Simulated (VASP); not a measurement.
# Ga2C (P6/mmm) in VASP: further runs

Runs on Ga2C. Level: PBE. Tasks: single point, relaxation of cell and atoms.

All numbers are computed with VASP 6.6.1; they aren't measurements. Logs are shortened: lines on timing, memory, paths and dates and some standing lists are left out, and cuts for length are marked.

## Step 1: The cell of the first run

It takes space group P6/mmm (No. 191, hexagonal). The conventional cell has a = 4.397 Å, b = 4.397 Å, c = 2.694 Å, α = 90.00°, β = 90.00°, γ = 120.00°. Within 3.4 Å of Ga (site symmetry -6m2) lie 5 Ga at 2.54 to 2.69 Å and 6 C at 2.87 Å. Within 3.6 Å of C (site symmetry 6/mmm) lie 2 C at 2.69 Å and 12 Ga at 2.87 Å.

## Step 2: Single point, PBE

INCAR reads:

```
ALGO = Normal
EDIFF = 1E-6
ENCUT = 520
GGA = PE
ISIF = 2
ISMEAR = 0
LASPH = T
LCHARG = F
LREAL = F
LWAVE = F
NBANDS = 22
NELM = 100
PREC = Accurate
SIGMA = 0.1
```

KPOINTS reads:

```
k-points
0
Gamma
  12 12 16
```

POSCAR reads:

```
Ga2C
1.0
    4.3969924331      0.0000000000      0.0000000000
   -2.1984962166      3.8079071473      0.0000000000
    0.0000000000      0.0000000000      2.6940585596
Ga C
2 1
Direct
    0.3333333333      0.6666666667      0.5000000000
    0.6666666667      0.3333333333      0.5000000000
    0.0000000000      0.0000000000      0.0000000000
```

Potentials or basis: VASP PAW PBE potentials, release 64 (Ga_d, C).

Launch:

```bash
$ cat potpaw_PBE.64/Ga_d/POTCAR potpaw_PBE.64/C/POTCAR > POTCAR
$ mpirun -np 1 vasp_std > vasp.out
```

OUTCAR:

```text
EDIFF = 1E-6
   ENCUT = 520
   GGA = PE
   ISIF = 2
   ISMEAR = 0
   LASPH = T
   LREAL = F
   NELM = 100
   PREC = Accurate

 ion  position               nearest neighbor table
   1  0.333  0.667  0.500-   2 2.54   2 2.54   2 2.54
   2  0.667  0.333  0.500-   1 2.54   1 2.54   1 2.54
   3  0.000  0.000  0.000-

  LATTYP: Found a hexagonal cell.
 ALAT       =     4.3969924331
 C/A-ratio  =     0.6127048433

  Lattice vectors:

 A1 = (   4.3969924331,   0.0000000000,   0.0000000000)
 A2 = (  -2.1984962166,   3.8079071473,   0.0000000000)
 A3 = (   0.0000000000,   0.0000000000,   2.6940585596)

Analysis of symmetry for initial positions (statically):
=====================================================================
 Subroutine PRICEL returns:
 Original cell was already a primitive cell.

 Routine SETGRP: Setting up the symmetry group for a
 hexagonal supercell.

 Subroutine GETGRP returns: Found 24 space group operations
 (whereof 24 operations were pure point group operations)
 out of a pool of 24 trial point group operations.

The static configuration has the point symmetry D_6h.

Analysis of symmetry for dynamics (positions and initial velocities):
=====================================================================
 Subroutine PRICEL returns:
 Original cell was already a primitive cell.

 Routine SETGRP: Setting up the symmetry group for a
 hexagonal supercell.

 Subroutine GETGRP returns: Found 24 space group operations
 (whereof 24 operations were pure point group operations)
 out of a pool of 24 trial point group operations.

The dynamic configuration has the point symmetry D_6h.

 Subroutine INISYM returns: Found 24 space group operations
 (whereof 24 operations are pure point group operations),
 and found     1 'primitive' translations

----------------------------------------------------------------------------------------

                                     Primitive cell

  volume of cell :      45.1075

  direct lattice vectors                    reciprocal lattice vectors
     4.396992433  0.000000000  0.000000000     0.227428183  0.131305723  0.000000000
    -2.198496217  3.807907147  0.000000000     0.000000000  0.262611445  0.000000000
     0.000000000  0.000000000  2.694058560     0.000000000  0.000000000  0.371187180

  length of vectors
     4.396992433  4.396992433  2.694058560     0.262611445  0.262611445  0.371187180

  position of ions in fractional coordinates (direct lattice)
     0.333333333  0.666666667  0.500000000
     0.666666667  0.333333333  0.500000000
     0.000000000  0.000000000  0.000000000

  ion indices of the primitive-cell ions
   primitive index   ion index
                 1           1
                 2           2
                 3           3

----------------------------------------------------------------------------------------

 KPOINTS: k-points

Automatic generation of k-mesh.
 Grid dimensions read from file:
 generate k-points for:   12   12   16

 Generating k-lattice:

  Cartesian coordinates                     Fractional coordinates (reciprocal lattice)
     0.018952349  0.010942144  0.000000000     0.083333333  0.000000000  0.000000000
     0.000000000  0.021884287  0.000000000     0.000000000  0.083333333  0.000000000
     0.000000000  0.000000000  0.023199199     0.000000000  0.000000000  0.062500000

  Length of vectors
     0.021884287  0.021884287  0.023199199

  Shift w.r.t. Gamma in fractional coordinates (k-lattice)
     0.000000000  0.000000000  0.000000000

 Subroutine IBZKPT returns following result:
 ===========================================

 Found    171 irreducible k-points:

 Following reciprocal coordinates:
            Coordinates               Weight
  0.000000  0.000000  0.000000      1.000000
  0.083333  0.000000  0.000000      6.000000
  0.166667  0.000000  0.000000      6.000000
  0.250000  0.000000  0.000000      6.000000
  0.333333  0.000000  0.000000      6.000000
  0.416667  0.000000  0.000000      6.000000
[... 16 lines left out ...]
  0.250000  0.000000  0.062500     12.000000
  0.333333  0.000000  0.062500     12.000000
 [... further k-points ...]
   k-points           NKPTS =    171   k-points in BZ     NKDIM =    171   number of bands    NBANDS=     22
   number of dos      NEDOS =    301   number of ions     NIONS =      3
   total plane-waves  NPLWV =  25920
   dimension x,y,z NGX =    36 NGY =   36 NGZ =   20
   dimension x,y,z NGXF=    72 NGYF=   72 NGZF=   40
   ions per type =               2   1
   NGX,Y,Z   is equivalent  to a cutoff of  13.61, 13.61, 12.34 a.u.
   NGXF,Y,Z  is equivalent  to a cutoff of  27.22, 27.22, 24.68 a.u.
 SYSTEM =  unknown system
   PREC   = accura    normal or accurate (medium, high low for compatibility)
   ISTART =      0    job   : 0-new  1-cont  2-samecut
   ICHARG =      2    charge: 1-file 2-atom 10-const
   ISPIN  =      1    spin polarized calculation?
   LNONCOLLINEAR =      F non collinear calculations
   LSORBIT =      F    spin-orbit coupling
   LASPH  =      T    aspherical Exc in radial PAW
   ENCUT  =  520.0 eV  38.22 Ry    6.18 a.u.   8.18  8.18  5.01*2*pi/ulx,y,z
   NELM   =    100;   NELMIN=  2; NELMDL= -5     # of ELM steps
   EDIFF  = 0.1E-05   stopping-criterion for ELM
   LREAL  =      F    real-space projection
[... 7 lines left out ...]
   TEBEG  =    0.0;   TEEND  =   0.0 temperature during run
   PSTRESS=    0.0 pullay stress
   NELECT =      30.0000    total number of electrons
   NUPDOWN=      -1.0000    fix difference up-down
   EMIN   =  10.00;   EMAX   =-10.00  energy-range for DOS
   EFERMI =   0.00;   METHOD = LEGACY
   ISMEAR =     0;   SIGMA  =   0.10  broadening in eV -4-tet -1-fermi 0-gaus
   EFERMI_NEDOS =   21; number of points for ismear=-14 and -15
   IALGO  =     38    algorithm
   IMIX   =      4    mixing-type and parameters
     AMIX     =   0.40;   BMIX     =  1.00
     AMIX_MAG =   1.60;   BMIX_MAG =  1.00
  volume/ion in A,a.u.               =      15.04       101.47
  Fermi-wavevector in a.u.,A,eV,Ry     =   1.429000  2.700418 27.783653  2.042041
  Thomas-Fermi vector in A             =   2.549001
   LORBIT       =      0    0 simple, 1 ext, 2 COOP (PROOUT), +10 PAW based schemes
   GGA     = PE    functional components
   LHFCALC =     F    Hartree Fock is set to
   AEXX    =    0.0000 exact exchange contribution
   IVDW    =     0    specifies the selected vdW correction
   LEPSILON=     F    determine dielectric tensor
   LRPA    =     F    only Hartree local field effects (RPA)
 non-spin polarized calculation
 Gauss-broadening in eV      SIGMA  =   0.10
  energy-cutoff  :      520.00
  volume of cell :       45.11
 maximum number of plane-waves:      1242
 NGX is ok and might be reduce to    36
   NGX = 17   NGY = 17   NGZ = 11

 number of electron      30.0000007 magnetization

 Free energy of the ion-electron system (eV)
  ---------------------------------------------------
  ext. energy  EPLUGINS =         0.00000000
  ---------------------------------------------------
  free energy    TOTEN  =        -9.90798377 eV

  energy without entropy =       -9.90208692  energy(sigma->0) =       -9.90503534

 E-fermi :   5.4623     XC(G=0): -11.3078

 val. band max:        5.4431021651   @ k =   0.1667   0.0000   0.2500
 cond. band min:       5.4623690690   @ k =   0.1667   0.1667   0.4375
 fundamental gap:      0.0192669039
 Fermi energy:         5.4623471579

 k-point     1 :       0.0000    0.0000    0.0000
  band No.  band energies     occupation
      1      -9.8218      2.00000
      2      -9.5864      2.00000
      3      -9.5521      2.00000
      4      -9.5521      2.00000
      5      -9.4031      2.00000
      6      -9.4031      2.00000
[... 14 lines left out ...]
     21      15.7268      0.00000
     22      16.6936      0.00000

 k-point     2 :       0.0833    0.0000    0.0000
  band No.  band energies     occupation
      1      -9.8191      2.00000
      2      -9.6036      2.00000
      3      -9.5695      2.00000
      4      -9.5498      2.00000
      5      -9.3982      2.00000
      6      -9.3953      2.00000
[... 14 lines left out ...]
     21      15.7326      0.00000
     22      16.8026      0.00000

 k-point     3 :       0.1667    0.0000    0.0000
  band No.  band energies     occupation
      1      -9.8118      2.00000
      2      -9.6388      2.00000
      3      -9.6039      2.00000
      4      -9.5517      2.00000
      5      -9.4012      2.00000
      6      -9.3902      2.00000
[... 14 lines left out ...]
     21      15.7580      0.00000
     22      17.0856      0.00000

 k-point     4 :       0.2500    0.0000    0.0000
  band No.  band energies     occupation
      1      -9.8011      2.00000
      2      -9.6775      2.00000
      3      -9.6376      2.00000
      4      -9.5586      2.00000
      5      -9.4052      2.00000
      6      -9.3826      2.00000
[... 14 lines left out ...]
     21      15.8200      0.00000
     22      17.5072      0.00000

 k-point     5 :       0.3333    0.0000    0.0000
  band No.  band energies     occupation
      1      -9.7886      2.00000
      2      -9.7127      2.00000
      3      -9.6641      2.00000
      4      -9.5671      2.00000
      5      -9.4089      2.00000
      6      -9.3738      2.00000
[... 417 lines left out ...]
 k-point    22 :       0.1667    0.0000    0.0625
  band No.  band energies     occupation
      1      -9.7978      2.00000
      2      -9.6295      2.00000
      3      -9.6027      2.00000
      4      -9.5411      2.00000
      5      -9.4111      2.00000
      6      -9.4009      2.00000
[... 14 lines left out ...]
     21      14.4486      0.00000
     22      18.4178      0.00000

 k-point    23 :       0.2500    0.0000    0.0625
  band No.  band energies     occupation
      1      -9.7874      2.00000
      2      -9.6693      2.00000
      3      -9.6363      2.00000
      4      -9.5465      2.00000
      5      -9.4153      2.00000
      6      -9.3934      2.00000
[... 14 lines left out ...]
     21      14.5460      0.00000
     22      18.6817      0.00000

 k-point    24 :       0.3333    0.0000    0.0625
  band No.  band energies     occupation
      1      -9.7755      2.00000
      2      -9.7043      2.00000
      3      -9.6626      2.00000
      4      -9.5543      2.00000
      5      -9.4193      2.00000
      6      -9.3848      2.00000
[... 14 lines left out ...]
     21      14.7313      0.00000
     22      18.0385      0.00000

 [... further k-points ...]
[... 5 lines left out ...]
  --------------------------------------------------------------------------------------
  -------------------------------------------------------------------------------------
  Total        0.0303609      0.0303609      0.0219474     -0.0000000      0.0000000     -0.0000000
  in kB        1.0783907      1.0783907      0.7795522     -0.0000000      0.0000000     -0.0000000
  external PRESSURE =       0.9787778 kB  Pullay stress =       0.0000000 kB

 VOLUME and BASIS-vectors are now :
 -----------------------------------------------------------------------------
  energy-cutoff  :      520.00
  volume of cell :       45.11
      direct lattice vectors                 reciprocal lattice vectors
     4.396992433  0.000000000  0.000000000     0.227428183  0.131305723  0.000000000
    -2.198496217  3.807907147  0.000000000     0.000000000  0.262611445  0.000000000
     0.000000000  0.000000000  2.694058560     0.000000000  0.000000000  0.371187180

 POSITION                                       TOTAL-FORCE (eV/Angst)
 -----------------------------------------------------------------------------------
     -0.00000      2.53860      1.34703         0.000000     -0.000000      0.000000
      2.19850      1.26930      1.34703        -0.000000      0.000000      0.000000
      0.00000      0.00000      0.00000         0.000000     -0.000000      0.000000
 -----------------------------------------------------------------------------------
    total drift:                                0.000000      0.000000     -0.000000

  FREE ENERGIE OF THE ION-ELECTRON SYSTEM (eV)
  ---------------------------------------------------
  free  energy   TOTEN  =        -9.9079837671 eV

  energy  without entropy=       -9.9020869200  energy(sigma->0) =       -9.90503534
```

Run time: 54 s. Hardware: 1 thread of Intel Xeon 6975P-C (Granite Rapids), shared host; peak memory 0.27 GiB.

Results:

| Property | Result |
| --- | --- |
| Free energy | -9.9080 eV |
| Pressure | 0.1 GPa |
| Band gap on the k mesh | zero (band 15 reaches 7.10 eV, above the bottom of band 16 at 2.48 eV) |

[end of part 1 of 2]
